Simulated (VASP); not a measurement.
# CaO (Fm-3m) in VASP: further runs

CaO is run at these levels: LDA; tasks: single point.

Program: VASP 6.6.1. These are calculated values, not measurements. Logs are shortened: lines on timing, memory, paths and dates and some standing lists are left out, and cuts for length are marked.

### 1 The cell of the first run

It takes space group Fm-3m (No. 225, cubic). The conventional cell has a = 4.795 Å, b = 4.795 Å, c = 4.795 Å, α = 90.00°, β = 90.00°, γ = 90.00°. Ca (site symmetry m-3m) has 6 O at 2.40 Å within 3.2 Å. O (site symmetry m-3m) has 6 Ca at 2.40 Å within 3.2 Å.

### 2 Single point, LDA

File INCAR:

```
SYSTEM = CaO
  PREC = Accurate
  ENCUT = 600
  EDIFF = 1E-6
  ISMEAR = 0
  SIGMA = 0.01
  LREAL = .False.
  LASPH = .True.
  NELM = 120
  ALGO = Normal
  ISIF = 2
  LWAVE = .False.
  LCHARG = .True.
  LELF = .True.
  LVHAR = .True.
  NBANDS = 15
  GGA_COMPAT = .False.
```

File KPOINTS:

```
regular mesh
0
Gamma
  4 4 4
  0 0 0
```

File POSCAR:

```
CaO
1.0
    0.0000000000      2.3975501188      2.3975501188
    2.3975501188      0.0000000000      2.3975501188
    2.3975501188      2.3975501188      0.0000000000
Ca O
1 1
Direct
    0.0000000000      0.0000000000      0.0000000000
    0.5000000000      0.5000000000      0.5000000000
```

Potentials or basis: VASP PAW LDA potentials, release 64 (Ca_sv, O).

Command:

```sh
$ cat potpaw_LDA.64/Ca_sv/POTCAR potpaw_LDA.64/O/POTCAR > POTCAR
$ mpirun -np 1 vasp_std > vasp.out
```

OUTCAR:

```text
SYSTEM = CaO
   PREC = Accurate
   ENCUT = 600
   EDIFF = 1E-6
   ISMEAR = 0
   LREAL = .False.
   LASPH = .True.
   NELM = 120
   ISIF = 2

 ion  position               nearest neighbor table
   1  0.000  0.000  0.000-   2 2.40   2 2.40   2 2.40   2 2.40   2 2.40   2 2.40
   2  0.500  0.500  0.500-   1 2.40   1 2.40   1 2.40   1 2.40   1 2.40   1 2.40

  LATTYP: Found a face centered cubic cell.
 ALAT       =     4.7951002376

  Lattice vectors:

 A1 = (   0.0000000000,   2.3975501188,   2.3975501188)
 A2 = (   2.3975501188,   0.0000000000,   2.3975501188)
 A3 = (   2.3975501188,   2.3975501188,   0.0000000000)

Analysis of symmetry for initial positions (statically):
=====================================================================
 Subroutine PRICEL returns:
 Original cell was already a primitive cell.

 Routine SETGRP: Setting up the symmetry group for a
 face centered cubic supercell.

 Subroutine GETGRP returns: Found 48 space group operations
 (whereof 48 operations were pure point group operations)
 out of a pool of 48 trial point group operations.

The static configuration has the point symmetry O_h .

Analysis of symmetry for dynamics (positions and initial velocities):
=====================================================================
 Subroutine PRICEL returns:
 Original cell was already a primitive cell.

 Routine SETGRP: Setting up the symmetry group for a
 face centered cubic supercell.

 Subroutine GETGRP returns: Found 48 space group operations
 (whereof 48 operations were pure point group operations)
 out of a pool of 48 trial point group operations.

The dynamic configuration has the point symmetry O_h .

 Subroutine INISYM returns: Found 48 space group operations
 (whereof 48 operations are pure point group operations),
 and found     1 'primitive' translations

----------------------------------------------------------------------------------------

                                     Primitive cell

  volume of cell :      27.5634

  direct lattice vectors                    reciprocal lattice vectors
     0.000000000  2.397550119  2.397550119    -0.208546214  0.208546214  0.208546214
     2.397550119  0.000000000  2.397550119     0.208546214 -0.208546214  0.208546214
     2.397550119  2.397550119  0.000000000     0.208546214  0.208546214 -0.208546214

  length of vectors
     3.390647894  3.390647894  3.390647894     0.361212638  0.361212638  0.361212638

  position of ions in fractional coordinates (direct lattice)
     0.000000000  0.000000000  0.000000000
     0.500000000  0.500000000  0.500000000

  ion indices of the primitive-cell ions
   primitive index   ion index
                 1           1
                 2           2

----------------------------------------------------------------------------------------

 KPOINTS: regular mesh

Automatic generation of k-mesh.
 Grid dimensions read from file:
 generate k-points for:    4    4    4

 Generating k-lattice:

  Cartesian coordinates                     Fractional coordinates (reciprocal lattice)
    -0.052136553  0.052136553  0.052136553     0.250000000  0.000000000  0.000000000
     0.052136553 -0.052136553  0.052136553     0.000000000  0.250000000  0.000000000
     0.052136553  0.052136553 -0.052136553     0.000000000  0.000000000  0.250000000

  Length of vectors
     0.090303160  0.090303160  0.090303160

  Shift w.r.t. Gamma in fractional coordinates (k-lattice)
     0.000000000  0.000000000  0.000000000

 Subroutine IBZKPT returns following result:
 ===========================================

 Found      8 irreducible k-points:

 Following reciprocal coordinates:
            Coordinates               Weight
  0.000000  0.000000  0.000000      1.000000
  0.250000  0.000000  0.000000      8.000000
  0.500000  0.000000  0.000000      4.000000
  0.250000  0.250000  0.000000      6.000000
  0.500000  0.250000  0.000000     24.000000
 -0.250000  0.250000  0.000000     12.000000
  0.500000  0.500000  0.000000      3.000000
 -0.250000  0.500000  0.250000      6.000000
   k-points           NKPTS =      8   k-points in BZ     NKDIM =      8   number of bands    NBANDS=     15
   number of dos      NEDOS =    301   number of ions     NIONS =      2
   total plane-waves  NPLWV =  21952
   dimension x,y,z NGX =    28 NGY =   28 NGZ =   28
   dimension x,y,z NGXF=    56 NGYF=   56 NGZF=   56
   ions per type =               1   1
   NGX,Y,Z   is equivalent  to a cutoff of  13.73, 13.73, 13.73 a.u.
   NGXF,Y,Z  is equivalent  to a cutoff of  27.46, 27.46, 27.46 a.u.
 SYSTEM =  CaO
   PREC   = accura    normal or accurate (medium, high low for compatibility)
   ISTART =      0    job   : 0-new  1-cont  2-samecut
   ICHARG =      2    charge: 1-file 2-atom 10-const
   ISPIN  =      1    spin polarized calculation?
   LNONCOLLINEAR =      F non collinear calculations
   LSORBIT =      F    spin-orbit coupling
   LASPH  =      T    aspherical Exc in radial PAW
   ENCUT  =  600.0 eV  44.10 Ry    6.64 a.u.   6.77  6.77  6.77*2*pi/ulx,y,z
   NELM   =    120;   NELMIN=  2; NELMDL= -5     # of ELM steps
   EDIFF  = 0.1E-05   stopping-criterion for ELM
   LREAL  =      F    real-space projection
   EDIFFG = 0.1E-04   stopping-criterion for IOM
   NSW    =      0    number of steps for IOM
   IBRION =     -1    ionic relax: 0-MD 1-quasi-New 2-CG
   NFREE  =      0    steps in history (QN), initial steepest desc. (CG)
   ISIF   =      2    stress and relaxation
   ISYM   =      2    0-nonsym 1-usesym 2-fastsym
   POTIM  = 0.5000    time-step for ionic-motion
   TEBEG  =    0.0;   TEEND  =   0.0 temperature during run
   PSTRESS=    0.0 pullay stress
   NELECT =      16.0000    total number of electrons
   NUPDOWN=      -1.0000    fix difference up-down
   EMIN   =  10.00;   EMAX   =-10.00  energy-range for DOS
   EFERMI =   0.00;   METHOD = LEGACY
   ISMEAR =     0;   SIGMA  =   0.01  broadening in eV -4-tet -1-fermi 0-gaus
   EFERMI_NEDOS =   21; number of points for ismear=-14 and -15
   IALGO  =     38    algorithm
   IMIX   =      4    mixing-type and parameters
     AMIX     =   0.40;   BMIX     =  1.00
     AMIX_MAG =   1.60;   BMIX_MAG =  1.00
  volume/ion in A,a.u.               =      13.78        93.00
  Fermi-wavevector in a.u.,A,eV,Ry     =   1.365643  2.580691 25.374598  1.864980
  Thomas-Fermi vector in A             =   2.491853
   LORBIT       =      0    0 simple, 1 ext, 2 COOP (PROOUT), +10 PAW based schemes
   GGA     = CA    functional components
   LHFCALC =     F    Hartree Fock is set to
   AEXX    =    0.0000 exact exchange contribution
   IVDW    =     0    specifies the selected vdW correction
   LEPSILON=     F    determine dielectric tensor
   LRPA    =     F    only Hartree local field effects (RPA)
 non-spin polarized calculation
 Gauss-broadening in eV      SIGMA  =   0.01
  energy-cutoff  :      600.00
  volume of cell :       27.56
 maximum number of plane-waves:       941
   NGX = 13   NGY = 13   NGZ = 13

 number of electron      15.9999997 magnetization

 Free energy of the ion-electron system (eV)
  ---------------------------------------------------
  ext. energy  EPLUGINS =         0.00000000
  ---------------------------------------------------
  free energy    TOTEN  =       -14.19706250 eV

  energy without entropy =      -14.19706250  energy(sigma->0) =      -14.19706250

 E-fermi :   2.2353     XC(G=0): -11.0632

 val. band max:        2.0611558286   @ k =   0.0000   0.0000   0.0000
 cond. band min:       5.5094369342   @ k =   0.5000   0.5000   0.0000
 fundamental gap:      3.4482811056
 Fermi energy:         2.2352624003

 k-point     1 :       0.0000    0.0000    0.0000
  band No.  band energies     occupation
      1     -34.9805      2.00000
      2     -16.0226      2.00000
      3     -16.0226      2.00000
      4     -16.0226      2.00000
      5     -13.1609      2.00000
      6       2.0612      2.00000
      7       2.0612      2.00000
      8       2.0612      2.00000
      9       6.6762      0.00000
     10       8.1787      0.00000
     11       8.1787      0.00000
     12       8.1787      0.00000
     13       9.7518      0.00000
     14       9.7518      0.00000
     15      16.9096      0.00000

 k-point     2 :       0.2500    0.0000    0.0000
  band No.  band energies     occupation
      1     -34.9232      2.00000
      2     -16.7066      2.00000
      3     -16.0518      2.00000
      4     -16.0518      2.00000
      5     -12.4367      2.00000
      6       0.4723      2.00000
      7       1.3731      2.00000
      8       1.3731      2.00000
      9       8.2014      0.00000
     10       8.8307      0.00000
     11       9.1711      0.00000
     12       9.1711      0.00000
     13      11.0448      0.00000
     14      11.0448      0.00000
     15      17.9463      0.00000

 k-point     3 :       0.5000    0.0000    0.0000
  band No.  band energies     occupation
      1     -34.8651      2.00000
      2     -17.2191      2.00000
      3     -16.0805      2.00000
      4     -16.0805      2.00000
      5     -11.8756      2.00000
      6      -0.6688      2.00000
      7       0.8141      2.00000
      8       0.8141      2.00000
      9       9.0447      0.00000
     10      10.3979      0.00000
     11      10.3979      0.00000
     12      10.4219      0.00000
     13      12.5433      0.00000
     14      12.5433      0.00000
     15      16.2239      0.00000
[... 55 lines left out ...]
 k-point     7 :       0.5000    0.5000    0.0000
  band No.  band energies     occupation
      1     -34.8310      2.00000
      2     -16.6790      2.00000
      3     -16.2704      2.00000
      4     -16.2704      2.00000
      5     -12.9089      2.00000
      6       0.7515      2.00000
      7       1.6862      2.00000
      8       1.6862      2.00000
      9       5.5094      0.00000
     10      10.1221      0.00000
     11      10.9694      0.00000
     12      11.6381      0.00000
     13      11.6381      0.00000
     14      13.1669      0.00000
     15      15.3427      0.00000

 k-point     8 :      -0.2500    0.5000    0.2500
  band No.  band energies     occupation
      1     -34.8298      2.00000
      2     -16.4846      2.00000
      3     -16.4775      2.00000
      4     -16.4775      2.00000
      5     -12.4869      2.00000
      6       0.7320      2.00000
      7       0.9841      2.00000
      8       0.9841      2.00000
      9       8.2699      0.00000
     10       8.2699      0.00000
     11      10.4764      0.00000
     12      11.6442      0.00000
     13      12.0827      0.00000
     14      15.7404      0.00000
     15      16.1550      0.00000

------------------------ aborting loop because EDIFF is reached ----------------------------------------

  FORCE on cell =-STRESS in cart. coord.  units (eV):
  Direction    XX          YY          ZZ          XY          YZ          ZX
  --------------------------------------------------------------------------------------
  -------------------------------------------------------------------------------------
  Total       -0.9557339     -0.9557339     -0.9557339     -0.0000000      0.0000000      0.0000000
  in kB      -55.5538913    -55.5538913    -55.5538913     -0.0000000      0.0000000      0.0000000
  external PRESSURE =     -55.5538913 kB  Pullay stress =       0.0000000 kB

 VOLUME and BASIS-vectors are now :
 -----------------------------------------------------------------------------
  energy-cutoff  :      600.00
  volume of cell :       27.56
      direct lattice vectors                 reciprocal lattice vectors
     0.000000000  2.397550119  2.397550119    -0.208546214  0.208546214  0.208546214
     2.397550119  0.000000000  2.397550119     0.208546214 -0.208546214  0.208546214
     2.397550119  2.397550119  0.000000000     0.208546214  0.208546214 -0.208546214

 POSITION                                       TOTAL-FORCE (eV/Angst)
 -----------------------------------------------------------------------------------
      0.00000      0.00000      0.00000         0.000000     -0.000000     -0.000000
      2.39755      2.39755      2.39755        -0.000000      0.000000      0.000000
 -----------------------------------------------------------------------------------
    total drift:                                0.000000      0.000000      0.000000

  FREE ENERGIE OF THE ION-ELECTRON SYSTEM (eV)
  ---------------------------------------------------
  free  energy   TOTEN  =       -14.1970625005 eV

  energy  without entropy=      -14.1970625005  energy(sigma->0) =      -14.19706250
```

Run time: 2.9 s. Hardware: 1 thread of Intel Xeon 6975P-C (Granite Rapids), shared host; peak memory 0.14 GiB.

What came out:

- Free energy: -14.1971 eV
- Pressure: -5.6 GPa
- Band gap on the k mesh: 3.45 eV (least direct gap 3.82 eV)

Caveat: the k points lie up to 0.57 Å⁻¹ apart.

### 3 Single point, LDA

File INCAR:

```
SYSTEM = CaO
PREC = Accurate
ENCUT = 600
EDIFF = 1E-6
ISMEAR = 0
SIGMA = 0.01
LREAL = .FALSE.
LASPH = .TRUE.
NELM = 120
ALGO = Normal
ISIF = 2
LWAVE = .FALSE.
LCHARG = .TRUE.
GGA = CA
LELF = .TRUE.
LVHAR = .TRUE.
NBANDS = 15
GGA_COMPAT = .FALSE.
```

File KPOINTS:

```
regular mesh
0
G
  12 12 12
  0 0 0
```

POSCAR is that of step 2.

Potentials or basis: VASP PAW LDA potentials, release 64 (Ca_sv, O).

Command:

```sh
$ cat potpaw_LDA.64/Ca_sv/POTCAR potpaw_LDA.64/O/POTCAR > POTCAR
$ mpirun -np 1 vasp_std > vasp.out
```

It took 14 s on 1 thread of Intel Xeon 6975P-C (Granite Rapids), shared host; peak memory 0.16 GiB.

Results (log left out):

```yaml
Free_energy: -14.2019 eV
Pressure: -5.6 GPa
Band_gap_on_the_k_mesh: 3.46 eV (least direct gap 3.83 eV)
```

Levels at points of the mesh, in eV from the valence-band top:
| k point | band 4 | band 5 | band 6 | band 7 | band 8 | band 9 | band 10 | band 11 | band 12 | band 13 |
| --- | --- | --- | --- | --- | --- | --- | --- | --- | --- | --- |
| (0.00, 0.00, 0.00) | -18.07 | -15.22 | 0.00 | 0.00 | 0.00 | 4.62 | 6.13 | 6.13 | 6.13 | 7.70 |
| (0.50, 0.00, 0.00) | -18.13 | -13.94 | -2.73 | -1.25 | -1.25 | 6.99 | 8.35 | 8.35 | 8.37 | 10.49 |
| (0.50, 0.50, 0.00) | -18.32 | -14.97 | -1.31 | -0.37 | -0.37 | 3.46 | 8.07 | 8.92 | 9.59 | 9.59 |

Caveat: the cell stands under tension.
